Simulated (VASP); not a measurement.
# BaRe (Pm-3m) in VASP: single point with PBE

Aim: the single point of BaRe with PBE.

Program: VASP 6.6.1. These are calculated values, not measurements. Logs are shortened: lines on timing, memory, paths and dates and some standing lists are left out, and cuts for length are marked.

**1. The cell of the first run**

Symmetry: Pm-3m, No. 221, cubic system. Conventional cell: a = 3.723 Å, b = 3.723 Å, c = 3.723 Å, α = 90.00°, β = 90.00°, γ = 90.00°. Ba (site symmetry m-3m) has 8 Re at 3.22 Å and 6 Ba at 3.72 Å within 4.2 Å. Within 4.2 Å of Re (site symmetry m-3m) lie 8 Ba at 3.22 Å and 6 Re at 3.72 Å.

**2. Single point, PBE, non-collinear spin, zero start, spin-orbit coupling**

INCAR reads:

```
SYSTEM = BaRe
  ALGO = Fast
  EDIFF = 1E-6
  ENCUT = 520
  GGA = PE
  GGA_COMPAT = .FALSE.
  ISIF = 2
  ISMEAR = 0
  LASPH = .TRUE.
  LCHARG = .TRUE.
  LMAXMIX = 4
  LNONCOLLINEAR = .TRUE.
  LORBIT = 11
  LORBMOM = .TRUE.
  LREAL = .FALSE.
  LSORBIT = .TRUE.
  LVHAR = .TRUE.
  LWAVE = .FALSE.
  MAGMOM = 0 0 0 0 0 0
  NBANDS = 29
  NELM = 150
  PREC = Accurate
  SIGMA = 0.05
```

KPOINTS reads:

```
k-points
0
G
  8 8 8
  0 0 0
```

POSCAR reads:

```
BaRe
1.0
    3.7233438108      0.0000000000      0.0000000000
    0.0000000000      3.7233438108      0.0000000000
    0.0000000000      0.0000000000      3.7233438108
Ba Re
1 1
Direct
    0.0000000000      0.0000000000      0.0000000000
    0.5000000000      0.5000000000      0.5000000000
```

Potentials or basis: VASP PAW PBE potentials, release 64 (Ba_sv, Re).

Run with:

```sh
cat potpaw_PBE.64/Ba_sv/POTCAR potpaw_PBE.64/Re/POTCAR > POTCAR
mpirun -np 1 vasp_ncl > vasp.out
```

OUTCAR:

```text
SYSTEM = BaRe
   EDIFF = 1E-6
   ENCUT = 520
   GGA = PE
   ISIF = 2
   ISMEAR = 0
   LASPH = .TRUE.
   LNONCOLLINEAR = .TRUE.
   LORBIT = 11
   LREAL = .FALSE.
   LSORBIT = .TRUE.
   NELM = 150
   PREC = Accurate

 ion  position               nearest neighbor table
   1  0.000  0.000  0.000-   2 3.22   2 3.22   2 3.22   2 3.22   2 3.22   2 3.22   2 3.22   2 3.22

   2  0.500  0.500  0.500-   1 3.22   1 3.22   1 3.22   1 3.22   1 3.22   1 3.22   1 3.22   1 3.22

  LATTYP: Found a simple cubic cell.
 ALAT       =     3.7233438108

  Lattice vectors:

 A1 = (   3.7233438108,   0.0000000000,   0.0000000000)
 A2 = (   0.0000000000,   3.7233438108,   0.0000000000)
 A3 = (   0.0000000000,   0.0000000000,   3.7233438108)

Analysis of symmetry for initial positions (statically):
=====================================================================
 Subroutine PRICEL returns:
 Original cell was already a primitive cell.

 Routine SETGRP: Setting up the symmetry group for a
 simple cubic supercell.

 Subroutine GETGRP returns: Found 48 space group operations
 (whereof 48 operations were pure point group operations)
 out of a pool of 48 trial point group operations.

The static configuration has the point symmetry O_h .

Analysis of symmetry for dynamics (positions and initial velocities):
=====================================================================
 Subroutine PRICEL returns:
 Original cell was already a primitive cell.

 Routine SETGRP: Setting up the symmetry group for a
 simple cubic supercell.

 Subroutine GETGRP returns: Found 48 space group operations
 (whereof 48 operations were pure point group operations)
 out of a pool of 48 trial point group operations.

The dynamic configuration has the point symmetry O_h .

Analysis of structural, dynamic, and magnetic symmetry:
=====================================================================
 Subroutine PRICEL returns:
 Original cell was already a primitive cell.

 Routine SETGRP: Setting up the symmetry group for a
 simple cubic supercell.

 Subroutine GETGRP returns: Found 48 space group operations
 (whereof 48 operations were pure point group operations)
 out of a pool of 48 trial point group operations.

The overall configuration has the point symmetry O_h .

 Subroutine INISYM returns: Found 48 space group operations
 (whereof 48 operations are pure point group operations),
 and found     1 'primitive' translations

----------------------------------------------------------------------------------------

                                     Primitive cell

  volume of cell :      51.6178

  direct lattice vectors                    reciprocal lattice vectors
     3.723343811  0.000000000  0.000000000     0.268575789  0.000000000  0.000000000
     0.000000000  3.723343811  0.000000000     0.000000000  0.268575789  0.000000000
     0.000000000  0.000000000  3.723343811     0.000000000  0.000000000  0.268575789

  length of vectors
     3.723343811  3.723343811  3.723343811     0.268575789  0.268575789  0.268575789

  position of ions in fractional coordinates (direct lattice)
     0.000000000  0.000000000  0.000000000
     0.500000000  0.500000000  0.500000000

  ion indices of the primitive-cell ions
   primitive index   ion index
                 1           1
                 2           2

----------------------------------------------------------------------------------------

 KPOINTS: k-points

Automatic generation of k-mesh.
 Grid dimensions read from file:
 generate k-points for:    8    8    8

 Generating k-lattice:

  Cartesian coordinates                     Fractional coordinates (reciprocal lattice)
     0.033571974  0.000000000  0.000000000     0.125000000  0.000000000  0.000000000
[... 92 lines left out ...]
  energy-cutoff  :      520.00
  volume of cell :       51.62
 maximum number of plane-waves:      2812
 NGX is ok and might be reduce to    28
   NGX = 13   NGY = 13   NGZ = 13

 number of electron      17.0000000 magnetization       0.0000000      0.0000000      0.0000000

 number of electron      16.9999999 magnetization      -0.0000000      0.0000000      0.0000000

 number of electron      16.9999999 magnetization       0.0000000     -0.0000000     -0.0000000

 number of electron      16.9999999 magnetization      -0.0000000     -0.0000000     -0.0000000

 Free energy of the ion-electron system (eV)
  ---------------------------------------------------
  ext. energy  EPLUGINS =         0.00000000
  ---------------------------------------------------
  free energy    TOTEN  =       -10.82051546 eV

  energy without entropy =      -10.81442627  energy(sigma->0) =      -10.81747086

 E-fermi :   3.8981     XC(G=0): -10.7763

 val. band max:        3.8879760484   @ k =   0.2500   0.0000   0.0000
 cond. band min:       3.9167102022   @ k =   0.5000   0.2500   0.1250
 fundamental gap:      0.0287341539
 Fermi energy:         3.8981305236

 k-point     1 :       0.0000    0.0000    0.0000
  band No.  band energies     occupation
      1     -22.7780      1.00000
      2     -22.7780      1.00000
      3      -8.9176      1.00000
      4      -8.9176      1.00000
      5      -6.9344      1.00000
      6      -6.9344      1.00000
[... 757 lines left out ...]
     28      11.4213      0.00000
     29      11.8526      0.00000

 [... further k-points ...]
[... 5 lines left out ...]
  --------------------------------------------------------------------------------------
  -------------------------------------------------------------------------------------
  Total        0.8630462      0.8630462      0.8630462     -0.0000000     -0.0000000     -0.0000000
  in kB       26.7883017     26.7883017     26.7883017     -0.0000000     -0.0000000     -0.0000000
  external PRESSURE =      26.7883017 kB  Pullay stress =       0.0000000 kB

 VOLUME and BASIS-vectors are now :
 -----------------------------------------------------------------------------
  energy-cutoff  :      520.00
  volume of cell :       51.62
      direct lattice vectors                 reciprocal lattice vectors
     3.723343811  0.000000000  0.000000000     0.268575789  0.000000000  0.000000000
     0.000000000  3.723343811  0.000000000     0.000000000  0.268575789  0.000000000
     0.000000000  0.000000000  3.723343811     0.000000000  0.000000000  0.268575789

 POSITION                                       TOTAL-FORCE (eV/Angst)
 -----------------------------------------------------------------------------------
      0.00000      0.00000      0.00000         0.000000      0.000000      0.000000
      1.86167      1.86167      1.86167         0.000000      0.000000      0.000000
 -----------------------------------------------------------------------------------
    total drift:                                0.000000      0.000000      0.000000

  FREE ENERGIE OF THE ION-ELECTRON SYSTEM (eV)
  ---------------------------------------------------
  free  energy   TOTEN  =       -10.8205154553 eV

  energy  without entropy=      -10.8144262683  energy(sigma->0) =      -10.81747086

 orbital moment (x)

 # of ion     p       d       tot
 ----------------------------------------
  1         0.000  -0.000   0.000
  2         0.000   0.000   0.000
 ----------------------------------------
            0.000   0.000   0.000

 orbital moment (y)

 # of ion     p       d       tot
 ----------------------------------------
  1         0.000   0.000   0.000
  2         0.000  -0.000  -0.000
 ----------------------------------------
            0.000  -0.000  -0.000

 orbital moment (z)

 # of ion     p       d       tot
 ----------------------------------------
  1         0.000   0.000   0.000
  2        -0.000   0.000   0.000
 ----------------------------------------
           -0.000   0.000   0.000

 Spin-Orbit-Coupling matrix elements

 Ion:    1  E_soc:     -0.4341512
 l=   1
     0.0000000    -0.0713489    -0.0713489
    -0.0713489     0.0000000    -0.0713489
    -0.0713489    -0.0713489     0.0000000
 l=   2
     0.0000000    -0.0004734     0.0000000    -0.0004734    -0.0005363
    -0.0004734     0.0000000    -0.0004022    -0.0004734    -0.0001341
     0.0000000    -0.0004022     0.0000000    -0.0004022     0.0000000
    -0.0004734    -0.0004734    -0.0004022     0.0000000    -0.0001341
    -0.0005363    -0.0001341     0.0000000    -0.0001341     0.0000000
 l=   3
     0.0000000     0.0000000     0.0000000     0.0000000     0.0000000     0.0000000     0.0000000
     0.0000000     0.0000000     0.0000000     0.0000000     0.0000000     0.0000000     0.0000000
     0.0000000     0.0000000     0.0000000     0.0000000     0.0000000     0.0000000     0.0000000
     0.0000000     0.0000000     0.0000000     0.0000000     0.0000000     0.0000000     0.0000000
     0.0000000     0.0000000     0.0000000     0.0000000     0.0000000     0.0000000     0.0000000
     0.0000000     0.0000000     0.0000000     0.0000000     0.0000000     0.0000000     0.0000000
     0.0000000     0.0000000     0.0000000     0.0000000     0.0000000     0.0000000     0.0000000

 Ion:    2  E_soc:     -0.8252126
 l=   1
     0.0000000    -0.0112374    -0.0112374
    -0.0112374     0.0000000    -0.0112374
    -0.0112374    -0.0112374     0.0000000
 l=   2
     0.0000000    -0.0398191     0.0000000    -0.0398191    -0.0864789
    -0.0398191     0.0000000    -0.0648592    -0.0398191    -0.0216197
     0.0000000    -0.0648592     0.0000000    -0.0648592     0.0000000
    -0.0398191    -0.0398191    -0.0648592     0.0000000    -0.0216197
    -0.0864789    -0.0216197     0.0000000    -0.0216197     0.0000000
 l=   3
     0.0000000     0.0000000     0.0000000     0.0000000     0.0000000     0.0000000     0.0000000
     0.0000000     0.0000000     0.0000000     0.0000000     0.0000000     0.0000000     0.0000000
     0.0000000     0.0000000     0.0000000     0.0000000     0.0000000     0.0000000     0.0000000
     0.0000000     0.0000000     0.0000000     0.0000000     0.0000000     0.0000000     0.0000000
     0.0000000     0.0000000     0.0000000     0.0000000     0.0000000     0.0000000     0.0000000
     0.0000000     0.0000000     0.0000000     0.0000000     0.0000000     0.0000000     0.0000000
     0.0000000     0.0000000     0.0000000     0.0000000     0.0000000     0.0000000     0.0000000

 total charge

# of ion       s       p       d       tot
------------------------------------------
    1        2.069   5.474   0.709   8.252
    2        0.592   0.162   4.732   5.486
--------------------------------------------------
tot          2.661   5.636   5.441  13.738

 magnetization (x)

# of ion       s       p       d       tot
------------------------------------------
    1       -0.000   0.000   0.000   0.000
    2       -0.000  -0.000  -0.000  -0.000
--------------------------------------------------
tot         -0.000  -0.000  -0.000  -0.000

 magnetization (y)

# of ion       s       p       d       tot
------------------------------------------
    1        0.000  -0.000   0.000   0.000
    2       -0.000   0.000   0.000   0.000
--------------------------------------------------
tot          0.000   0.000   0.000   0.000

 magnetization (z)

# of ion       s       p       d       tot
------------------------------------------
    1        0.000   0.000   0.000   0.000
    2        0.000   0.000   0.000   0.000
--------------------------------------------------
tot          0.000   0.000   0.000   0.000
```

It took 2.2 min on 1 thread of Intel Xeon Platinum 8488C (Sapphire Rapids), shared host; peak memory 0.29 GiB.

What came out:

* Free energy: -10.8205 eV
* Pressure: 2.7 GPa
* Net moment: 0.00 μB per cell
* Valence electrons inside the program's atomic spheres: Ba 8.25; Re 5.49

Moments on the atoms (μB; x, y, z):
```
Ba  0.00 0.00 0.00
Re  0.00 0.00 0.00
```
